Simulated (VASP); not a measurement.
Sb:

```
CELL_PARAMETERS angstrom
2.15420 1.24373 3.75800
-2.15420 1.24373 3.75800
0.00000 -2.48746 3.75800
ATOMIC_POSITIONS crystal
Sb 0.23349 0.23349 0.23349
Sb 0.76651 0.76651 0.76651
```

- Program: VASP 6.6.1
- Task: relaxation of cell and atoms
- Functional: PBE
- Dispersion: D3(BJ)
- Potentials or basis: VASP PAW PBE potentials, release 64 (Sb)
- Cutoff: 600 eV
- k mesh: 8 × 8 × 8
- Occupations: fermi-dirac, width 0.1 eV
- Spin: no spin polarisation

At the start: pressure 0.2 GPa; volume 30.21 Å³/atom.

Q: How do energy, volume and symmetry change on relaxing?

A: Over 8 steps the energy falls by 4.2 meV/atom and the volume is 29.74 Å³/atom (-1.5 %); space group R-3m (No. 166, to 0.1 Å) before and after.

Step by step:
| step | energy change (eV) | largest force (eV/Å) | pressure (GPa) | volume (Å³) |
| --- | --- | --- | --- | --- |
| 1 | 0.0000 | 0.2220 | 0.16 | 60.41 |
| 2 | -0.0036 | 0.0961 | -0.43 | 60.67 |
| 3 | -0.0040 | 0.0326 | -0.72 | 60.81 |
| 4 | -0.0065 | 0.0153 | -0.47 | 60.31 |
| 5 | -0.0082 | 0.0092 | -0.04 | 59.57 |
| 6 | -0.0082 | 0.0122 | 0.02 | 59.47 |
| 7 | -0.0083 | 0.0105 | 0.01 | 59.47 |
| 8 | -0.0084 | 0.0045 | -0.02 | 59.48 |

Final structure:
```cif
data_structure
_symmetry_space_group_name_H-M 'P 1'
_symmetry_Int_Tables_number 1
_cell_length_a 4.4445
_cell_length_b 4.4445
_cell_length_c 4.4445
_cell_angle_alpha 58.176
_cell_angle_beta 58.176
_cell_angle_gamma 58.176
_cell_volume 59.48
loop_
_atom_site_label
_atom_site_type_symbol
_atom_site_fract_x
_atom_site_fract_y
_atom_site_fract_z
_atom_site_occupancy
Sb1 Sb 0.23658 0.23658 0.23658 1
Sb2 Sb 0.76342 0.76342 0.76342 1
```
